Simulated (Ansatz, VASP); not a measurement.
Au in VASP and in Ansatz

```
Au
1.0
    -1.63837    1.63837    1.63837
     1.63837   -1.63837    1.63837
     1.63837    1.63837   -1.63837
Au
1
Cartesian
  0.0000 0.0000 0.0000
```

Alike in both runs: functional r2SCAN; k mesh 24 × 24 × 24; occupations gaussian, width 0.1 eV; no spin polarisation.

Ansatz relaxed the structure, and its values are those at the end. VASP's run is a single point on that final structure, the one shown.

```csv
,VASP,Ansatz
version,VASP 6.6.1,Ansatz 0.2.0
potentials or method,"VASP PAW PBE potentials, release 64 (Au), cutoff 520 eV","scalar-relativistic, plane waves, PAW"
valence electrons in the cell,11,19
```

```csv
,VASP,Ansatz,Ansatz less VASP
gap on the k mesh at the Fermi level (eV),none,none,-
pressure (GPa),0.3,0.0,-0.28
```

VASP's potentials were made for PBE, not for r2SCAN. A gap of «none» marks a metal or a gap that the smearing closes. The functional is the same, so the differences come from potentials, cutoffs and numerics. VASP's potentials hold 11 valence electrons a cell and Ansatz's 19, so a difference there can come from the potentials and not from the codes.

Spin-orbit coupling is off throughout.
